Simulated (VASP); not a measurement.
# Ge in VASP: single point with PBE+D3(BJ)

Aim: the single point of Ge with PBE+D3(BJ).

All numbers are computed with VASP 6.6.1; they aren't measurements. Logs are shortened: lines on timing, memory, paths and dates and some standing lists are left out, and cuts for length are marked.

## Step 1: The cell of the first run

The cell holds a slab with vacuum, 4 atoms: a = 4.023 Å, b = 4.023 Å, c = 18.869 Å, α = 90.00°, β = 90.00°, γ = 120.00°.

## Step 2: Single point, PBE+D3(BJ) (layers slid over each other)

The input, INCAR:

```
SYSTEM = Ge
  PREC = Accurate
  ENCUT = 520
  EDIFF = 1E-7
  ISMEAR = 0
  SIGMA = 0.1
  LREAL = .False.
  LASPH = .True.
  NELM = 100
  ALGO = Normal
  ISIF = 2
  LWAVE = .False.
  LCHARG = .False.
  LDIPOL = .True.
  IDIPOL = 3
  DIPOL = 0.5 0.5 0.390
  GGA = PE
  IVDW = 12
  NBANDS = 36
```

The input, KPOINTS:

```
Automatic mesh
0
Gamma
  9 9 1
  0 0 0
```

The input, POSCAR:

```
Ge
1.0
    4.0226895355      0.0000000000      0.0000000000
   -2.0113447678      3.4837513293      0.0000000000
    0.0000000000      0.0000000000     18.8685220287
Ge
4
Direct
    0.3333333333      0.6666666667      0.2747571329
    0.6666666667      0.3333333333      0.2384924475
    0.7777777778      0.7777777778      0.5415645175
    0.4444444444      1.1111111111      0.5052998322
```

Potentials or basis: VASP PAW PBE potentials, release 64 (Ge_d).

On the command line:

```
cat potpaw_PBE.64/Ge_d/POTCAR > POTCAR
mpirun -np 1 vasp_std > vasp.out
```

OUTCAR:

```text
SYSTEM = Ge
   PREC = Accurate
   ENCUT = 520
   EDIFF = 1E-7
   ISMEAR = 0
   LREAL = .False.
   LASPH = .True.
   NELM = 100
   ISIF = 2
   GGA = PE
   IVDW = 12
 IVDW          = 12

 ion  position               nearest neighbor table
   1  0.333  0.667  0.275-   2 2.42   2 2.42   2 2.42
   2  0.667  0.333  0.238-   1 2.42   1 2.42   1 2.42
   3  0.778  0.778  0.542-   4 2.42   4 2.42   4 2.42
   4  0.444  0.111  0.505-   3 2.42   3 2.42   3 2.42

  LATTYP: Found a hexagonal cell.
 ALAT       =     4.0226895355
 C/A-ratio  =     4.6905240542

  Lattice vectors:

 A1 = (   4.0226895355,   0.0000000000,   0.0000000000)
 A2 = (  -2.0113447678,   3.4837513293,   0.0000000000)
 A3 = (   0.0000000000,   0.0000000000,  18.8685220287)

Analysis of symmetry for initial positions (statically):
=====================================================================
 Subroutine PRICEL returns:
 Original cell was already a primitive cell.

 Routine SETGRP: Setting up the symmetry group for a
 hexagonal supercell.

 Subroutine GETGRP returns: Found  1 space group operations
 (whereof  1 operations were pure point group operations)
 out of a pool of 24 trial point group operations.

The static configuration has the point symmetry C_1 .

Analysis of symmetry for dynamics (positions and initial velocities):
=====================================================================
 Subroutine PRICEL returns:
 Original cell was already a primitive cell.

 Routine SETGRP: Setting up the symmetry group for a
 hexagonal supercell.

 Subroutine GETGRP returns: Found  1 space group operations
 (whereof  1 operations were pure point group operations)
 out of a pool of 24 trial point group operations.

The dynamic configuration has the point symmetry C_1 .

 Subroutine INISYM returns: Found  1 space group operations
 (whereof  1 operations are pure point group operations),
 and found     1 'primitive' translations

----------------------------------------------------------------------------------------

                                     Primitive cell

  volume of cell :     264.4244

  direct lattice vectors                    reciprocal lattice vectors
     4.022689535  0.000000000  0.000000000     0.248589903  0.143523447  0.000000000
[... 93 lines left out ...]
   NSW    =      0    number of steps for IOM
   IBRION =     -1    ionic relax: 0-MD 1-quasi-New 2-CG
   NFREE  =      0    steps in history (QN), initial steepest desc. (CG)
   ISIF   =      2    stress and relaxation
   ISYM   =      2    0-nonsym 1-usesym 2-fastsym
   POTIM  = 0.5000    time-step for ionic-motion
   TEBEG  =    0.0;   TEEND  =   0.0 temperature during run
   PSTRESS=    0.0 pullay stress
   NELECT =      56.0000    total number of electrons
   NUPDOWN=      -1.0000    fix difference up-down
   EMIN   =  10.00;   EMAX   =-10.00  energy-range for DOS
   EFERMI =   0.00;   METHOD = LEGACY
   ISMEAR =     0;   SIGMA  =   0.10  broadening in eV -4-tet -1-fermi 0-gaus
   EFERMI_NEDOS =   21; number of points for ismear=-14 and -15
   IALGO  =     38    algorithm
   IMIX   =      4    mixing-type and parameters
     AMIX     =   0.40;   BMIX     =  1.00
     AMIX_MAG =   1.60;   BMIX_MAG =  1.00
  volume/ion in A,a.u.               =      66.11       446.11
  Fermi-wavevector in a.u.,A,eV,Ry     =   0.975821  1.844035 12.955840  0.952227
  Thomas-Fermi vector in A             =   2.106391
   LORBIT       =      0    0 simple, 1 ext, 2 COOP (PROOUT), +10 PAW based schemes
   GGA     = PE    functional components
   LHFCALC =     F    Hartree Fock is set to
   AEXX    =    0.0000 exact exchange contribution
   IVDW    =    12    specifies the selected vdW correction
   LEPSILON=     F    determine dielectric tensor
   LRPA    =     F    only Hartree local field effects (RPA)
 non-spin polarized calculation
 Gauss-broadening in eV      SIGMA  =   0.10
  energy-cutoff  :      520.00
  volume of cell :      264.42
 maximum number of plane-waves:      7165
 NGX is ok and might be reduce to    30
   NGX = 15   NGY = 15   NGZ = 71

 dipolmoment           0.000000      0.000000     -0.000003 electrons x Angstroem

 number of electron      56.0000019 magnetization

 dipolmoment           0.000000      0.000000      0.001101 electrons x Angstroem

 Free energy of the ion-electron system (eV)
  ---------------------------------------------------
  ext. energy  EPLUGINS =         0.00000000
  ---------------------------------------------------
  free energy    TOTEN  =       -16.17558539 eV

  energy without entropy =      -16.17392863  energy(sigma->0) =      -16.17475701

 E-fermi :  -1.3432     XC(G=0):  -4.4654

 val. band max:       -1.4162186022   @ k =   0.3333   0.3333   0.0000
 cond. band min:      -1.2702764219   @ k =   0.3333   0.3333   0.0000
 fundamental gap:      0.1459421804
 Fermi energy:        -1.3432318117

 k-point     1 :       0.0000    0.0000    0.0000
  band No.  band energies     occupation
      1     -25.8516      2.00000
      2     -25.8516      2.00000
      3     -25.8412      2.00000
      4     -25.8411      2.00000
      5     -25.8013      2.00000
      6     -25.8013      2.00000
[... 925 lines left out ...]
     35       4.4691      0.00000
     36       4.7773      0.00000

 [... further k-points ...]

------------------------ aborting loop because EDIFF is reached ----------------------------------------

 vacuum level on the upper side and lower side of the slab       (xc-potential included)        -0.079        -0.087

 Edisp (eV)   -0.75085

 E8    (eV) :    -0.3433

  FORCE on cell =-STRESS in cart. coord.  units (eV):
  Direction    XX          YY          ZZ          XY          YZ          ZX
  --------------------------------------------------------------------------------------
  -------------------------------------------------------------------------------------
  Total      -0.18749    -0.17476    -0.67016    -0.00254    -0.01090     0.00150
  in kB      -1.13604    -1.05892    -4.06057    -0.01542    -0.06604     0.00911
  external pressure =       -2.09 kB  Pullay stress =        0.00 kB

 VOLUME and BASIS-vectors are now :
 -----------------------------------------------------------------------------
  energy-cutoff  :      520.00
  volume of cell :      264.42
      direct lattice vectors                 reciprocal lattice vectors
     4.022689535  0.000000000  0.000000000     0.248589903  0.143523447  0.000000000
    -2.011344768  3.483751329  0.000000000     0.000000000  0.287046894  0.000000000
     0.000000000  0.000000000 18.868522029     0.000000000  0.000000000  0.052998322

 POSITION                                       TOTAL-FORCE (eV/Angst)
 -----------------------------------------------------------------------------------
     -0.00000      2.32250      5.18426        -0.001409      0.001019      0.106649
      2.01134      1.16125      4.50000         0.000592      0.000870      0.028414
      1.56438      2.70958     10.21852        -0.000160      0.001162     -0.024146
      1.56438      0.38708      9.53426         0.000977     -0.003050     -0.110917
 -----------------------------------------------------------------------------------
    total drift:                                0.000545      0.000923     -0.003796

  FREE ENERGIE OF THE ION-ELECTRON SYSTEM (eV)
  ---------------------------------------------------
  free  energy   TOTEN  =       -16.9264312065 eV

  energy  without entropy=      -16.9247744476  energy(sigma->0) =      -16.92560283

 vacuum level on the upper side and lower side of the slab         3.054         3.046
```

stdout:

```text
POSCAR found type information on POSCAR Ge
 POSCAR found :  1 types and       4 ions
 scaLAPACK will be used
 LDA part: xc-table for (Slater+PW92), standard interpolation
 POSCAR, INCAR and KPOINTS ok, starting setup
 FFT: planning ... GRIDC
 FFT: planning ... GRID_SOFT
 FFT: planning ... GRID
 WAVECAR not read
 entering main loop
```

It took 14 min on 1 thread of Intel Xeon 8259CL, shared host; peak memory 0.54 GiB.

What came out:

```yaml
Free_energy: -16.9264 eV
Largest_force: 0.111 eV/Å
Band_gap_on_the_k_mesh: 0.15 eV
Dispersion_energy_per_atom: -0.188 eV
```

Forces in eV/Å, atoms in the order of the input:
```
Ge  -0.001  0.001  0.107
Ge   0.001  0.001  0.028
Ge   0.000  0.001 -0.024
Ge   0.001 -0.003 -0.111
```

Caveat: the cell differs from its parent crystal (layers slid over each other); semilocal functionals underestimate gaps, and a narrow one can read as zero.
